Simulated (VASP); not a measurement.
# MoS2 in VASP: further runs, part 2 of 2

VASP 6.6.1.

## Step 4: Single point, r2SCAN

This run uses another cell than the first one, of 48.71 Å³/atom, 0.960 times its volume.

POSCAR

```
MoS2
1.0
    3.1410920760      0.0000000000      0.0000000000
   -1.5705460380      2.7202655334      0.0000000000
    0.0000000000      0.0000000000     17.1003198802
Mo S
1 2
Direct
    0.0000000000      0.0000000000      0.0000000000
    0.3333333333      0.6666666667      0.9105070200
    0.3333333333      0.6666666667      0.0894929800
```

INCAR.step1

```
SYSTEM = MoS2
PREC = Accurate ; ENCUT = 520
ISMEAR = -1 ; SIGMA = 0.05
LREAL = .FALSE. ; LASPH = .TRUE.
NELM = 80 ; NBANDS = 20
GGA = PE ; ALGO = Normal
EDIFF = 1E-4 ; LWAVE = .TRUE.
LCHARG = .FALSE.
```

INCAR.step2

```
SYSTEM = MoS2
PREC = Accurate ; ENCUT = 520
EDIFF = 1E-7 ; ISMEAR = -1
SIGMA = 0.05 ; LREAL = .FALSE.
LASPH = .TRUE. ; NELM = 80
ALGO = Normal ; ISIF = 2
LWAVE = .FALSE. ; LCHARG = .FALSE.
METAGGA = R2SCAN ; LMIXTAU = .TRUE.
NBANDS = 20 ; ISTART = 1
```

KPOINTS

```
Automatic mesh
0
G
  10 10 2
  0 0 0
```

Potentials or basis: VASP PAW PBE potentials, release 64 (Mo_sv, S).

Launch:

```
$ cat potpaw_PBE.64/Mo_sv/POTCAR potpaw_PBE.64/S/POTCAR > POTCAR
$ cp INCAR.step1 INCAR
$ mpirun -np 1 vasp_std > vasp.out
$ cp INCAR.step2 INCAR
$ mpirun -np 1 vasp_std > vasp.out
```

OUTCAR:

```text
SYSTEM = MoS2
   PREC = Accurate
   ENCUT = 520
   EDIFF = 1E-7
   ISMEAR = -1
   LREAL = .FALSE.
   LASPH = .TRUE.
   NELM = 80
   ISIF = 2
   METAGGA = R2SCAN
   ISTART = 1

 ion  position               nearest neighbor table
   1  0.000  0.000  0.000-   2 2.37   3 2.37   2 2.37   3 2.37   2 2.37   3 2.37
   2  0.333  0.667  0.911-   1 2.37   1 2.37   1 2.37
   3  0.333  0.667  0.089-   1 2.37   1 2.37   1 2.37

  LATTYP: Found a hexagonal cell.
 ALAT       =     3.1410920760
 C/A-ratio  =     5.4440683261

  Lattice vectors:

 A1 = (   3.1410920760,   0.0000000000,   0.0000000000)
 A2 = (  -1.5705460380,   2.7202655334,   0.0000000000)
 A3 = (   0.0000000000,   0.0000000000,  17.1003198802)

Analysis of symmetry for initial positions (statically):
=====================================================================
 Subroutine PRICEL returns:
 Original cell was already a primitive cell.

 Routine SETGRP: Setting up the symmetry group for a
 hexagonal supercell.

[... 157 lines left out ...]

 number of electron      26.0000001 magnetization

 Free energy of the ion-electron system (eV)
  ---------------------------------------------------
  ext. energy  EPLUGINS =         0.00000000
  ---------------------------------------------------
  free energy    TOTEN  =       -44.95576065 eV

  energy without entropy =      -44.95576064  energy(sigma->0) =      -44.95576064

 E-fermi :  -0.4502     XC(G=0):  -4.5406

 val. band max:       -1.3941769136   @ k =   0.0000   0.0000   0.5000
 cond. band min:       0.5558135388   @ k =   0.3000   0.3000   0.0000
 fundamental gap:      1.9499904524
 Fermi energy:        -0.4502098189

 k-point     1 :       0.0000    0.0000    0.0000
  band No.  band energies     occupation
      1     -64.1761      2.00000
      2     -37.6327      2.00000
      3     -37.3745      2.00000
      4     -37.3745      2.00000
      5     -16.4543      2.00000
      6     -14.9348      2.00000
[... 541 lines left out ...]
     19       7.6609      0.00000
     20       7.9459      0.00000

 [... further k-points ...]
[... 5 lines left out ...]
  --------------------------------------------------------------------------------------
  -------------------------------------------------------------------------------------
  Total        2.1525463      2.1525463      2.2931221      0.0000000      0.0000000      0.0000000
  in kB       23.6029822     23.6029822     25.1444165      0.0000000      0.0000000      0.0000000
  external PRESSURE =      24.1167936 kB  Pullay stress =       0.0000000 kB

 VOLUME and BASIS-vectors are now :
 -----------------------------------------------------------------------------
  energy-cutoff  :      520.00
  volume of cell :      146.12
      direct lattice vectors                 reciprocal lattice vectors
     3.141092076  0.000000000  0.000000000     0.318360613  0.183805586  0.000000000
    -1.570546038  2.720265533  0.000000000     0.000000000  0.367611172  0.000000000
     0.000000000  0.000000000 17.100319880     0.000000000  0.000000000  0.058478438

 POSITION                                       TOTAL-FORCE (eV/Angst)
 -----------------------------------------------------------------------------------
      0.00000      0.00000      0.00000        -0.000000     -0.000000     -0.000000
     -0.00000      1.81351     15.56996         0.000000      0.000000     -0.755612
     -0.00000      1.81351      1.53036        -0.000000     -0.000000      0.755612
 -----------------------------------------------------------------------------------
    total drift:                               -0.000001      0.000001     -0.000000

  FREE ENERGIE OF THE ION-ELECTRON SYSTEM (eV)
  ---------------------------------------------------
  free  energy   TOTEN  =       -44.9557606452 eV

  energy  without entropy=      -44.9557606446  energy(sigma->0) =      -44.95576064
```

OUTCAR.step1:

```text
SYSTEM = MoS2
   PREC = Accurate
   ENCUT = 520
   ISMEAR = -1
   LREAL = .FALSE.
   LASPH = .TRUE.
   NELM = 80
[... 776 lines left out ...]
      0.00000      0.00000      0.00000        -0.000000      0.000000      0.000000
     -0.00000      1.81351     15.56996         0.000000      0.000000     -0.920776
     -0.00000      1.81351      1.53036        -0.000000      0.000000      0.920776
 -----------------------------------------------------------------------------------
    total drift:                                0.000000     -0.000000     -0.000000

  FREE ENERGIE OF THE ION-ELECTRON SYSTEM (eV)
  ---------------------------------------------------
  free  energy   TOTEN  =       -21.7935184949 eV

  energy  without entropy=      -21.7935184936  energy(sigma->0) =      -21.79351849
```

OSZICAR.step1:

```text
N       E                     dE             d eps       ncg     rms          rms(c)
DAV:   1     0.160145031761E+03    0.16015E+03   -0.12347E+04  1392   0.108E+03
DAV:   2    -0.125409540771E+02   -0.17269E+03   -0.16797E+03  1496   0.254E+02
DAV:   3    -0.230561286134E+02   -0.10515E+02   -0.10414E+02  1480   0.552E+01
DAV:   4    -0.232184832626E+02   -0.16235E+00   -0.16218E+00  1456   0.734E+00
DAV:   5    -0.232220827264E+02   -0.35995E-02   -0.35993E-02  1440   0.105E+00    0.263E+01
DAV:   6    -0.221258614796E+02    0.10962E+01   -0.98051E+00  1208   0.190E+01    0.933E+00
DAV:   7    -0.219679231761E+02    0.15794E+00   -0.43248E+00  1260   0.119E+01    0.631E+00
DAV:   8    -0.217974212665E+02    0.17050E+00   -0.90914E-01  1324   0.575E+00    0.158E+00
DAV:   9    -0.217970272549E+02    0.39401E-03   -0.31911E-02  1420   0.108E+00    0.822E-01
DAV:  10    -0.217939077016E+02    0.31196E-02   -0.13566E-02  1340   0.736E-01    0.111E-01
DAV:  11    -0.217935930666E+02    0.31463E-03   -0.63360E-04  1392   0.168E-01    0.719E-02
DAV:  12    -0.217935184949E+02    0.74572E-04   -0.12027E-04  1040   0.601E-02
   1 F= -.21793518E+02 E0= -.21793518E+02  d E =-.138614E-08
```

Run time: 4.8 min. Hardware: 1 thread of Intel Xeon Platinum 8259CL at 2.50GHz (Skylake/Cascade Lake), shared host; peak memory 0.32 GiB.

Results:

| Property | Result |
| --- | --- |
| Free energy | -44.9558 eV |
| Largest force | 0.756 eV/Å |
| Band gap on the k mesh | 1.95 eV, indirect (least direct gap 2.16 eV) |

Forces in eV/Å, atoms in the order of the input:
```
Mo   0.000  0.000  0.000
S    0.000  0.000 -0.756
S    0.000  0.000  0.756
```

Levels at points of the mesh, in eV from the valence-band top:
| k point | band 11 | band 12 | band 13 | band 14 | band 15 | band 16 |
| --- | --- | --- | --- | --- | --- | --- |
| (0.00, 0.00, 0.00) | -1.76 | -1.76 | 0.00 | 3.03 | 3.03 | 3.36 |
| (0.50, 0.00, 0.00) | -2.06 | -1.15 | -0.71 | 2.47 | 3.04 | 4.33 |
| (0.00, 0.00, 0.50) | -1.76 | -1.76 | 0.00 | 3.03 | 3.03 | 3.36 |
| (0.50, 0.00, 0.50) | -2.06 | -1.15 | -0.71 | 2.47 | 3.04 | 4.33 |

Caveat: the PAW data sets were made with another functional, which shifts forces and pressure a little.

## Step 5: The runs side by side

| cell | k mesh | smearing | gap on the mesh (eV) | largest force (eV/Å) |
| --- | --- | --- | --- | --- |
| a = 3.184, b = 3.184, c = 17.335 Å, angles 90.0, 90.0, 120.0°, 3 atoms | 12 × 12 × 2 | gaussian 0.01 eV | 1.68 | 0.02 |
| a = 3.119, b = 3.119, c = 16.981 Å, angles 90.0, 90.0, 120.0°, 3 atoms | 10 × 10 × 2 | fermi-dirac 0.05 eV | 2.01 | 1.17 |
| a = 3.141, b = 3.141, c = 17.100 Å, angles 90.0, 90.0, 120.0°, 3 atoms | 10 × 10 × 2 | fermi-dirac 0.05 eV | 1.95 | 0.76 |

Alike in all rows: task single point; level r2SCAN; potentials or basis VASP PAW PBE potentials, release 64 (Mo_sv, S); no spin polarisation; cutoff (eV) 520.

Caveats: the PAW data sets were made with another functional, which shifts forces and pressure a little.

Total energies depend on the potentials used, so only differences within one code and one set of settings carry meaning.
